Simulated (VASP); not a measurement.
A run of VASP 6.6.1 is set up as follows.

The input INCAR:

```
ALGO     = Normal         # electronic algorithm
EDIFF    = 1E-6           # SCF threshold, eV
EDIFFG   = -0.005         # ionic threshold
ENCUT    = 600            # plane-wave cutoff, eV
GGA      = CA             # functional
IBRION   = 2              # ionic algorithm
ISIF     = 3              # what is computed and relaxed
ISMEAR   = -1             # smearing method
LASPH    = T              # aspherical terms in the spheres
LCHARG   = F              # write CHGCAR
LREAL    = F              # projectors in reciprocal space
LWAVE    = F              # write WAVECAR
NELM     = 80             # most SCF steps
NSW      = 32             # ionic steps
PREC     = Accurate       # precision mode
PSTRESS  = 65.0         
SIGMA    = 0.05           # smearing width, eV
```

Contents of KPOINTS:

```
k-points
0
Gamma
  17 17 17
```

File POSCAR:

```
Mo
1.0
   -1.5450123877      1.5450123877      1.5450123877
    1.5450123877     -1.5450123877      1.5450123877
    1.5450123877      1.5450123877     -1.5450123877
Mo
1
Direct
    0.0000000000      0.0000000000      0.0000000000
```

Potentials or basis: VASP PAW LDA potentials, release 64 (Mo_sv).

The run is started by

```console
$ cat potpaw_LDA.64/Mo_sv/POTCAR > POTCAR
$ mpirun -np 1 vasp_std > vasp.out
```

Problem. Estimate the band gap on the k mesh.

Solution. Zero (band 7 reaches 17.42 eV, above the bottom of band 8 at 11.87 eV).

Problem. Estimate the space group after relaxing (to 0.05 Å).

Solution. Im-3m (No. 229).

Problem. What does it give for the relaxed volume?

Solution. 14.81 Å³/atom.

Problem. Estimate the relaxed cell.

Solution. a = 2.680 Å, b = 2.680 Å, c = 2.680 Å, α = 109.47°, β = 109.47°, γ = 109.47°.

Final structure:
```
CELL_PARAMETERS angstrom
-1.54708 1.54708 1.54708
1.54708 -1.54708 1.54708
1.54708 1.54708 -1.54708
ATOMIC_POSITIONS crystal
Mo 0.00000 0.00000 0.00000
```

Caveat: the cell is relaxed towards a set pressure, so the enthalpy falls and the energy may rise.
